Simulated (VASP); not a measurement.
BN: single point with r2SCAN

The system is BN.

```
B N
1.0
     2.50098    0.00000    0.00000
    -1.25049    2.16591    0.00000
     0.00000    0.00000    6.87416
B N
2 2
Direct
  0.34448 0.67483 0.25000
  0.67782 0.34150 0.75000
  0.33333 0.66667 0.75000
  0.66667 0.33333 0.25000
```

This cell differs from its parent crystal: all B atoms moved +0.025 Å, as atom 1 along Cartesian [1 1 0].

```json
{
  "Program": "VASP 6.6.1",
  "Task": "single point",
  "Functional": "r2SCAN",
  "Potentials or basis": "VASP PAW PBE potentials, release 64 (B, N)",
  "Cutoff": "520 eV",
  "k mesh": "12 × 12 × 4",
  "Occupations": "gaussian, width 0.05 eV",
  "Spin": "no spin polarisation"
}
```

```yaml
Pressure: 0.6 GPa
Largest_force: 1.075 eV/Å
Band_gap_on_the_k_mesh: 4.91 eV (least direct gap 5.38 eV)
```

Forces in eV/Å, atoms in the order of the input:
```
B   -0.698 -0.739  0.000
B   -0.780 -0.739  0.000
N    0.780  0.739  0.000
N    0.698  0.739  0.000
```

Stress tensor (GPa, compression positive):
```
 1.02  0.09  0.00
 0.09  1.02  0.00
 0.00  0.00 -0.25
```

Levels at points of the mesh, in eV from the valence-band top:
| k point | band 6 | band 7 | band 8 | band 9 | band 10 | band 11 |
| --- | --- | --- | --- | --- | --- | --- |
| (0.00, 0.00, 0.00) | -1.64 | -1.03 | -1.02 | 5.40 | 10.61 | 11.99 |
| (0.50, 0.00, 0.00) | -4.10 | -1.36 | -0.50 | 4.91 | 6.23 | 10.21 |
| (0.00, 0.50, 0.00) | -4.14 | -1.35 | -0.50 | 4.92 | 6.21 | 10.20 |
| (0.50, 0.50, 0.00) | -4.20 | -1.35 | -0.51 | 4.93 | 6.20 | 10.20 |
| (0.00, 0.00, 0.50) | -1.64 | -1.03 | -1.03 | 7.70 | 7.70 | 12.00 |
| (0.50, 0.00, 0.50) | -4.11 | -1.00 | -0.83 | 5.19 | 5.55 | 10.61 |
| (0.00, 0.50, 0.50) | -4.14 | -0.98 | -0.85 | 5.24 | 5.50 | 10.61 |
| (0.50, 0.50, 0.50) | -4.21 | -0.94 | -0.89 | 5.32 | 5.42 | 10.61 |

Run time: 6.7 min on 1 thread of Intel(R) Xeon(R) Platinum 8259CL CPU @ 2.50GHz (Skylake/Cascade Lake), on a shared host, peak memory 0.24 GiB.

Caveat: the cell differs from its parent crystal (all B atoms moved +0.025 Å, as atom 1 along Cartesian [1 1 0]); the PAW data sets were made with another functional, which shifts forces and pressure a little. A k mesh can miss the band edges.
